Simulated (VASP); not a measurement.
Wanted: the native input for a VASP 6.6.1 run.

* Task: single point
* Functional: r2SCAN
* Potentials or basis: VASP PAW PBE potentials, release 64 (Ba_sv, S)
* Cutoff: 520 eV
* k mesh: 6 × 6 × 6
* Occupations: gaussian, width 0.01 eV
* Spin: no spin polarisation
* Dipole correction: no
* Further INCAR settings: ALGO = Normal; EDIFF = 1e-06; NBANDS = 15

Crystal: BaS.

```
Ba S
1.0
    -0.11731    3.40210    3.40210
     3.40210   -0.11731    3.40210
     3.40210    3.40210   -0.11731
Ba S
1 1
Direct
  0.99586 0.99586 0.99586
  0.25414 0.25414 0.25414
```

This cell differs from its parent crystal: strain along [111] -5.0%.

These files were run (other wordings do the same):

POSCAR

```
BaS
1.0
   -0.1173137257      3.4020980452      3.4020980452
    3.4020980452     -0.1173137257      3.4020980452
    3.4020980452      3.4020980452     -0.1173137257
Ba S
1 1
Direct
   -0.0041369171     -0.0041369171     -0.0041369171
    0.2541369171      0.2541369171      0.2541369171
```

INCAR.step1

```
SYSTEM = BaS
  PREC = Accurate
  ENCUT = 520
  ISMEAR = 0
  SIGMA = 0.01
  LREAL = .FALSE.
  LASPH = .TRUE.
  NELM = 60
  NBANDS = 15
  GGA = PE
  ALGO = Normal
  EDIFF = 1E-4
  LWAVE = .TRUE.
  LCHARG = .FALSE.
```

INCAR.step2

```
SYSTEM = BaS
  PREC = Accurate
  ENCUT = 520
  EDIFF = 1E-6
  ISMEAR = 0
  SIGMA = 0.01
  LREAL = .FALSE.
  LASPH = .TRUE.
  NELM = 60
  ALGO = Normal
  ISIF = 2
  LWAVE = .FALSE.
  LCHARG = .FALSE.
  METAGGA = R2SCAN
  LMIXTAU = .TRUE.
  NBANDS = 15
  ISTART = 1
```

KPOINTS

```
regular mesh
0
G
  6 6 6
  0 0 0
```

Potentials or basis: VASP PAW PBE potentials, release 64 (Ba_sv, S).

The run is started by

```bash
$ cat potpaw_PBE.64/Ba_sv/POTCAR potpaw_PBE.64/S/POTCAR > POTCAR
$ cp INCAR.step1 INCAR
$ mpirun -np 1 vasp_std > vasp.out
$ cp INCAR.step2 INCAR
$ mpirun -np 1 vasp_std > vasp.out
```

Results of the run:

| Property | Result |
| --- | --- |
| Pressure | 2.0 GPa |
| Largest force | 0.008 eV/Å |
| Band gap on the k mesh | 3.15 eV (least direct gap 3.69 eV) |

Caveat: the cell differs from its parent crystal (strain along [111] -5.0%); the structure was generated, so it needn't be the stable form of BaS; the PAW data sets were made with another functional, which shifts forces and pressure a little; spin-orbit coupling is left out, which moves the levels of the heavy elements.

It took 76 s on 1 thread of Intel(R) Xeon(R) Platinum 8488C (Sapphire Rapids), on a shared host, peak memory 0.23 GiB.
